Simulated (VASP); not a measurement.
Here is a VASP 6.6.1 calculation.

File POSCAR:

```
InSb
1.0
    0.0000000000      3.2795130081      3.2795130081
    3.2795130081      0.0000000000      3.2795130081
    3.2795130081      3.2795130081      0.0000000000
In Sb
1 1
Direct
    0.0000000000      0.0000000000      0.0000000000
    0.2500000000      0.2500000000      0.2500000000
```

INCAR.step1

```
PREC     = Accurate       # precision mode
ENCUT    = 600            # plane-wave cutoff, eV
EDIFF    = 1E-5           # SCF threshold, eV
ISMEAR   = -1             # smearing method
SIGMA    = 0.02           # smearing width, eV
LREAL    = False          # projectors in reciprocal space
LASPH    = True           # aspherical terms in the spheres
NELM     = 60             # most SCF steps
ALGO     = Normal         # electronic algorithm
LWAVE    = True           # write WAVECAR
LCHARG   = False          # write CHGCAR
GGA      = PE             # functional
NBANDS   = 16             # bands
```

The input INCAR.step2:

```
PREC     = Accurate       # precision mode
ENCUT    = 600            # plane-wave cutoff, eV
EDIFF    = 1E-7           # SCF threshold, eV
ISMEAR   = -1             # smearing method
SIGMA    = 0.02           # smearing width, eV
LREAL    = False          # projectors in reciprocal space
LASPH    = True           # aspherical terms in the spheres
NELM     = 60             # most SCF steps
ALGO     = Normal         # electronic algorithm
ISIF     = 3              # what is computed and relaxed
LWAVE    = False          # write WAVECAR
LCHARG   = False          # write CHGCAR
GGA      = PE             # functional
LHFCALC  = True           # exact exchange
HFSCREEN = 0.2079         # screening, 1/A
PRECFOCK = Normal       
IBRION   = 2              # ionic algorithm
NSW      = 80             # ionic steps
EDIFFG   = -0.005         # ionic threshold
ISTART   = 1
```

File KPOINTS:

```
regular mesh
0
Gamma
  4 4 4
```

Potentials or basis: VASP PAW PBE potentials, release 64 (In_d, Sb).

The run is started by

```bash
$ cat potpaw_PBE.64/In_d/POTCAR potpaw_PBE.64/Sb/POTCAR > POTCAR
$ cp INCAR.step1 INCAR
$ mpirun -np 1 vasp_std > vasp.out
$ cp INCAR.step2 INCAR
$ mpirun -np 1 vasp_std > vasp.out
```

Q: Estimate the relaxed volume.

A: 34.84 Å³/atom.

Q: What does it give for the space group after relaxing (to 0.05 Å)?

A: F-43m (No. 216).

Q: Predict the band gap on the k mesh.

A: 0.40 eV, direct.

Final structure:
```
In Sb
1.0
     0.00000    3.26611    3.26611
     3.26611    0.00000    3.26611
     3.26611    3.26611    0.00000
In Sb
1 1
Direct
  0.00000 0.00000 0.00000
  0.25000 0.25000 0.25000
```

Caveat: the PAW data sets were made with another functional, which shifts forces and pressure a little; spin-orbit coupling is left out, which moves the levels of the heavy elements.
